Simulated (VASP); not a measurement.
Set up this calculation in VASP 6.6.1, as the native input.

- Task: single point
- Functional: r2SCAN
- Potentials or basis: VASP PAW PBE potentials, release 64 (Cu, Sb)
- Cutoff: 660 eV
- k mesh: 10 × 10 × 10
- Occupations: gaussian, width 0.05 eV
- Spin: no spin polarisation
- Dipole correction: no
- Further INCAR settings: ALGO = Normal; EDIFF = 1e-06; NBANDS = 15

Crystal: CuSb.

```xyz
2
Lattice="0.0000 2.9001 2.9001 2.9001 0.0000 2.9001 2.9001 2.9001 0.0000" Properties=species:S:1:pos:R:3 pbc="T T T"
Cu    0.0000    0.0000    0.0000
Sb    1.4501    1.4501    1.4501
```

One way to write it, as run:

POSCAR

```
CuSb
1.0
    0.0000000000      2.9001448414      2.9001448414
    2.9001448414      0.0000000000      2.9001448414
    2.9001448414      2.9001448414      0.0000000000
Cu Sb
1 1
Direct
    0.0000000000      0.0000000000      0.0000000000
    0.2500000000      0.2500000000      0.2500000000
```

INCAR.step1

```
ALGO = Normal
EDIFF = 1E-5
ENCUT = 660
GGA = PE
GGA_COMPAT = F
ISMEAR = 0
LASPH = T
LCHARG = F
LREAL = F
LWAVE = T
NBANDS = 15
NELM = 120
PREC = Accurate
SIGMA = 0.05
```

INCAR.step2

```
ALGO = Normal
EDIFF = 1E-6
ENCUT = 660
GGA_COMPAT = F
ISIF = 2
ISMEAR = 0
ISTART = 1
LASPH = T
LCHARG = F
LMIXTAU = T
LREAL = F
LWAVE = F
METAGGA = R2SCAN
NBANDS = 15
NELM = 120
PREC = Accurate
SIGMA = 0.05
```

KPOINTS

```
k-points
0
Gamma
  10 10 10
```

Potentials or basis: VASP PAW PBE potentials, release 64 (Cu, Sb).

Launch:

```sh
$ cat potpaw_PBE.64/Cu/POTCAR potpaw_PBE.64/Sb/POTCAR > POTCAR
$ cp INCAR.step1 INCAR
$ mpirun -np 1 vasp_std > vasp.out
$ cp INCAR.step2 INCAR
$ mpirun -np 1 vasp_std > vasp.out
```

Results of the run:

```
Pressure               : 0.0 GPa
Band gap on the k mesh : zero (bands 8 and 9 overlap by 4.08 eV)
```

Caveat: the PAW data sets were made with another functional, which shifts forces and pressure a little; spin-orbit coupling is left out, which moves the levels of the heavy elements.

Run time: 74 s on 1 thread of Intel(R) Xeon(R) 6975P-C (Granite Rapids) (shared host), peak memory 0.24 GiB.
